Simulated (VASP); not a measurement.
# Si3B3I (Pm-3m) in VASP: relaxation of cell and atoms with PBE

Aim: the relaxation of cell and atoms of Si3B3I with PBE.

Everything below comes from runs of VASP 6.6.1. Logs are shortened: lines on timing, memory, paths and dates and some standing lists are left out, and cuts for length are marked.

## Step 1: The cell of the first run

Symmetry: Pm-3m, No. 221, cubic system. Conventional cell: a = 4.899 Å, b = 4.899 Å, c = 4.899 Å, α = 90.00°, β = 90.00°, γ = 90.00°. Within 3.2 Å of Si (site symmetry 4/mmm) lie 4 B at 2.45 Å and 2 I at 2.45 Å. B (site symmetry 4/mmm) has 4 Si at 2.45 Å within 3.2 Å. I (site symmetry m-3m) has 6 Si at 2.45 Å within 3.2 Å.

The cell was generated, and may not be a known phase.

## Step 2: Relaxation of cell and atoms, PBE

The input, INCAR:

```
SYSTEM = Si3B3I
PREC = Accurate
ENCUT = 600
EDIFF = 1E-6
ISMEAR = 0
SIGMA = 0.1
LREAL = .FALSE.
LASPH = .TRUE.
NELM = 100
ALGO = Normal
ISIF = 3
LWAVE = .FALSE.
LCHARG = .FALSE.
GGA = PE
IBRION = 2
NSW = 100
EDIFFG = -0.01
```

The input, KPOINTS:

```
regular mesh
0
G
  8 8 8
  0 0 0
```

The input, POSCAR:

```
Si3B3I
1.0
    4.8987362201      0.0000000000      0.0000000000
    0.0000000000      4.8987362201      0.0000000000
    0.0000000000      0.0000000000      4.8987362201
Si B I
3 3 1
Direct
    0.5000000000      0.0000000000      0.0000000000
    0.0000000000      0.5000000000      0.0000000000
    0.0000000000      0.0000000000      0.5000000000
    0.0000000000      0.5000000000      0.5000000000
    0.5000000000      0.0000000000      0.5000000000
    0.5000000000      0.5000000000      0.0000000000
    0.0000000000      0.0000000000      0.0000000000
```

Potentials or basis: VASP PAW PBE potentials, release 64 (Si, B, I).

Launch:

```console
$ cat potpaw_PBE.64/Si/POTCAR potpaw_PBE.64/B/POTCAR potpaw_PBE.64/I/POTCAR > POTCAR
$ mpirun -np 1 vasp_std > vasp.out
```

OUTCAR:

```text
SYSTEM = Si3B3I
   PREC = Accurate
   ENCUT = 600
   EDIFF = 1E-6
   ISMEAR = 0
   LREAL = .FALSE.
   LASPH = .TRUE.
   NELM = 100
   ISIF = 3
   GGA = PE
   IBRION = 2
   NSW = 100
   EDIFFG = -0.01

 ion  position               nearest neighbor table
   1  0.500  0.000  0.000-   5 2.45   6 2.45   7 2.45   5 2.45   6 2.45   7 2.45
   2  0.000  0.500  0.000-   4 2.45   6 2.45   7 2.45   4 2.45   7 2.45   6 2.45
   3  0.000  0.000  0.500-   4 2.45   5 2.45   7 2.45   7 2.45   4 2.45   5 2.45
   4  0.000  0.500  0.500-   2 2.45   3 2.45   2 2.45   3 2.45
   5  0.500  0.000  0.500-   1 2.45   3 2.45   1 2.45   3 2.45
   6  0.500  0.500  0.000-   1 2.45   2 2.45   1 2.45   2 2.45
   7  0.000  0.000  0.000-   1 2.45   2 2.45   3 2.45   3 2.45   2 2.45   1 2.45

  LATTYP: Found a simple cubic cell.
 ALAT       =     4.8987362201

  Lattice vectors:

 A1 = (   4.8987362201,   0.0000000000,   0.0000000000)
 A2 = (   0.0000000000,   4.8987362201,   0.0000000000)
 A3 = (   0.0000000000,   0.0000000000,   4.8987362201)

Analysis of symmetry for initial positions (statically):
=====================================================================
 Subroutine PRICEL returns:
 Original cell was already a primitive cell.

 Routine SETGRP: Setting up the symmetry group for a
 simple cubic supercell.

 Subroutine GETGRP returns: Found 48 space group operations
 (whereof 48 operations were pure point group operations)
 out of a pool of 48 trial point group operations.

The static configuration has the point symmetry O_h .

Analysis of symmetry for dynamics (positions and initial velocities):
=====================================================================
 Subroutine PRICEL returns:
 Original cell was already a primitive cell.

 Routine SETGRP: Setting up the symmetry group for a
 simple cubic supercell.

 Subroutine GETGRP returns: Found 48 space group operations
 (whereof 48 operations were pure point group operations)
 out of a pool of 48 trial point group operations.

The dynamic configuration has the point symmetry O_h .

 Subroutine INISYM returns: Found 48 space group operations
 (whereof 48 operations are pure point group operations),
 and found     1 'primitive' translations

----------------------------------------------------------------------------------------

                                     Primitive cell

  volume of cell :     117.5580

  direct lattice vectors                    reciprocal lattice vectors
     4.898736220  0.000000000  0.000000000     0.204134282  0.000000000  0.000000000
     0.000000000  4.898736220  0.000000000     0.000000000  0.204134282  0.000000000
     0.000000000  0.000000000  4.898736220     0.000000000  0.000000000  0.204134282

  length of vectors
     4.898736220  4.898736220  4.898736220     0.204134282  0.204134282  0.204134282

  position of ions in fractional coordinates (direct lattice)
     0.500000000  0.000000000  0.000000000
     0.000000000  0.500000000  0.000000000
     0.000000000  0.000000000  0.500000000
     0.000000000  0.500000000  0.500000000
     0.500000000  0.000000000  0.500000000
     0.500000000  0.500000000  0.000000000
     0.000000000  0.000000000  0.000000000

  ion indices of the primitive-cell ions
   primitive index   ion index
                 1           1
                 2           2
                 3           3
                 4           4
                 5           5
                 6           6
                 7           7

----------------------------------------------------------------------------------------

[... 84 lines left out ...]
   ISMEAR =     0;   SIGMA  =   0.10  broadening in eV -4-tet -1-fermi 0-gaus
   EFERMI_NEDOS =   21; number of points for ismear=-14 and -15
   IALGO  =     38    algorithm
   IMIX   =      4    mixing-type and parameters
     AMIX     =   0.40;   BMIX     =  1.00
     AMIX_MAG =   1.60;   BMIX_MAG =  1.00
  volume/ion in A,a.u.               =      16.79       113.33
  Fermi-wavevector in a.u.,A,eV,Ry     =   1.014791  1.917678 14.011302  1.029802
  Thomas-Fermi vector in A             =   2.148040
   LORBIT       =      0    0 simple, 1 ext, 2 COOP (PROOUT), +10 PAW based schemes
   GGA     = PE    functional components
   LHFCALC =     F    Hartree Fock is set to
   AEXX    =    0.0000 exact exchange contribution
   IVDW    =     0    specifies the selected vdW correction
   LEPSILON=     F    determine dielectric tensor
   LRPA    =     F    only Hartree local field effects (RPA)
 conjugate gradient relaxation of ions
 non-spin polarized calculation
 Gauss-broadening in eV      SIGMA  =   0.10
  energy-cutoff  :      600.00
  volume of cell :      117.56
 maximum number of plane-waves:      3952
 NGX is ok and might be reduce to    40
   NGX = 19   NGY = 19   NGZ = 19

--------------------------------------- Ionic step        1  -------------------------------------------

 number of electron      27.9999998 magnetization

 Free energy of the ion-electron system (eV)
  ---------------------------------------------------
  ext. energy  EPLUGINS =         0.00000000
  ---------------------------------------------------
  free energy    TOTEN  =       -25.23043354 eV

  energy without entropy =      -25.21678790  energy(sigma->0) =      -25.22361072

------------------------ aborting loop because EDIFF is reached ----------------------------------------

  FORCE on cell =-STRESS in cart. coord.  units (eV):
  Direction    XX          YY          ZZ          XY          YZ          ZX
  --------------------------------------------------------------------------------------
  -------------------------------------------------------------------------------------
  Total        0.1240085      0.1240085      0.1240085      0.0000000      0.0000000     -0.0000000
  in kB        1.6900908      1.6900908      1.6900908      0.0000000      0.0000000     -0.0000000
  external PRESSURE =       1.6900908 kB  Pullay stress =       0.0000000 kB

 VOLUME and BASIS-vectors are now :
 -----------------------------------------------------------------------------
  energy-cutoff  :      600.00
  volume of cell :      117.56
      direct lattice vectors                 reciprocal lattice vectors
     4.898736220  0.000000000  0.000000000     0.204134282  0.000000000  0.000000000
     0.000000000  4.898736220  0.000000000     0.000000000  0.204134282  0.000000000
     0.000000000  0.000000000  4.898736220     0.000000000  0.000000000  0.204134282

 POSITION                                       TOTAL-FORCE (eV/Angst)
 -----------------------------------------------------------------------------------
      2.44937      0.00000      0.00000         0.000000      0.000000      0.000000
      0.00000      2.44937      0.00000         0.000000      0.000000      0.000000
      0.00000      0.00000      2.44937         0.000000      0.000000      0.000000
      0.00000      2.44937      2.44937         0.000000      0.000000      0.000000
      2.44937      0.00000      2.44937         0.000000      0.000000      0.000000
      2.44937      2.44937      0.00000         0.000000      0.000000      0.000000
      0.00000      0.00000      0.00000         0.000000      0.000000      0.000000
 -----------------------------------------------------------------------------------
    total drift:                                0.000000      0.000000     -0.000000

  FREE ENERGIE OF THE ION-ELECTRON SYSTEM (eV)
  ---------------------------------------------------
  free  energy   TOTEN  =       -25.2304335368 eV

  energy  without entropy=      -25.2167878987  energy(sigma->0) =      -25.22361072

--------------------------------------- Ionic step        2  -------------------------------------------

 number of electron      27.9999998 magnetization

 Free energy of the ion-electron system (eV)
  ---------------------------------------------------
  ext. energy  EPLUGINS =         0.00000000
  ---------------------------------------------------
  free energy    TOTEN  =       -25.23055919 eV

  energy without entropy =      -25.21651659  energy(sigma->0) =      -25.22353789

 E-fermi :   6.2662     XC(G=0):  -9.9524

 val. band max:        6.2637244169   @ k =   0.5000   0.3750   0.3750
 cond. band min:       6.2754464001   @ k =   0.2500   0.2500   0.1250
 fundamental gap:      0.0117219832
 Fermi energy:         6.2661952451

 k-point     1 :       0.0000    0.0000    0.0000
  band No.  band energies     occupation
      1     -11.0439      2.00000
      2      -2.5546      2.00000
      3      -2.0865      2.00000
      4      -2.0865      2.00000
      5      -2.0865      2.00000
      6      -1.5171      2.00000
[... 481 lines left out ...]
      5      -0.8633      2.00000
      6       0.1407      2.00000
[... 10 lines left out ...]
     17       7.5296      0.00000
     18       8.2032      0.00000

 [... further k-points ...]

------------------------ aborting loop because EDIFF is reached ----------------------------------------

  FORCE on cell =-STRESS in cart. coord.  units (eV):
  Direction    XX          YY          ZZ          XY          YZ          ZX
  --------------------------------------------------------------------------------------
  -------------------------------------------------------------------------------------
  Total       -0.0278663     -0.0278663     -0.0278663     -0.0000000     -0.0000000     -0.0000000
  in kB       -0.3788131     -0.3788131     -0.3788131     -0.0000000     -0.0000000     -0.0000000
  external PRESSURE =      -0.3788131 kB  Pullay stress =       0.0000000 kB

 VOLUME and BASIS-vectors are now :
 -----------------------------------------------------------------------------
  energy-cutoff  :      600.00
  volume of cell :      117.86
      direct lattice vectors                 reciprocal lattice vectors
     4.902922891  0.000000000 -0.000000000     0.203959969 -0.000000000  0.000000000
     0.000000000  4.902922891  0.000000000    -0.000000000  0.203959969 -0.000000000
    -0.000000000  0.000000000  4.902922891     0.000000000 -0.000000000  0.203959969

 POSITION                                       TOTAL-FORCE (eV/Angst)
 -----------------------------------------------------------------------------------
      2.45146      0.00000     -0.00000        -0.000000      0.000000      0.000000
      0.00000      2.45146      0.00000        -0.000000      0.000000      0.000000
     -0.00000      0.00000      2.45146        -0.000000      0.000000      0.000000
      0.00000      2.45146      2.45146         0.000000      0.000000      0.000000
      2.45146      0.00000      2.45146        -0.000000      0.000000      0.000000
      2.45146      2.45146     -0.00000        -0.000000      0.000000      0.000000
      0.00000      0.00000      0.00000        -0.000000      0.000000      0.000000
 -----------------------------------------------------------------------------------
    total drift:                                0.000000      0.000000     -0.000000

  FREE ENERGIE OF THE ION-ELECTRON SYSTEM (eV)
  ---------------------------------------------------
  free  energy   TOTEN  =       -25.2305591900 eV

  energy  without entropy=      -25.2165165931  energy(sigma->0) =      -25.22353789

 reached required accuracy - stopping structural energy minimisation
```

Run time: 43 s. Hardware: 1 thread of Intel Xeon 6975P-C (Granite Rapids), shared host; peak memory 0.31 GiB.

What came out:

- Free energy: -25.2306 eV
- Relaxed volume: 16.84 Å³/atom
- Relaxed cell: a = 4.903 Å, b = 4.903 Å, c = 4.903 Å, α = 90.00°, β = 90.00°, γ = 90.00°
- Space group after relaxing (to 0.1 Å): Pm-3m (No. 221)
- Energy gained by relaxing: 0.0 meV/atom
- Ionic steps: 2
- Pressure after relaxing: 0.0 GPa
- Band gap on the k mesh: zero (bands 14 and 15 overlap by 3.20 eV)

The path:
| step | energy change (eV) | largest force (eV/Å) | pressure (GPa) | volume (Å³) |
| --- | --- | --- | --- | --- |
| 1 | 0.0000 | 0.0000 | 0.17 | 117.56 |
| 2 | -0.0001 | 0.0000 | -0.04 | 117.86 |

Final structure:
```xyz
7
Lattice="4.9029 0.0000 0.0000 0.0000 4.9029 0.0000 0.0000 0.0000 4.9029" Properties=species:S:1:pos:R:3 pbc="T T T"
Si    2.4515    0.0000    0.0000
Si    0.0000    2.4515    0.0000
Si    0.0000    0.0000    2.4515
B     0.0000    2.4515    2.4515
B     2.4515    0.0000    2.4515
B     2.4515    2.4515    0.0000
I     0.0000    0.0000    0.0000
```

Levels at points of the mesh, in eV from the Fermi level:
```csv
k point,band 10,band 11,band 12,band 13,band 14,band 15,band 16,band 17,band 18
"(0.00, 0.00, 0.00)",-2.31,-2.31,-2.31,-2.27,-2.27,-2.27,0.68,2.44,2.44
"(0.50, 0.00, 0.00)",-3.63,-2.04,-2.04,-1.87,-1.17,-0.41,1.63,1.63,2.16
"(0.50, 0.50, 0.00)",-3.35,-1.48,-1.48,-0.74,-0.30,0.40,0.69,1.66,2.37
"(0.50, 0.50, 0.50)",-1.72,-1.72,0.03,0.03,0.93,0.93,0.93,2.64,2.64
```

Caveat: spin-orbit coupling is left out, which moves the levels of the heavy elements.
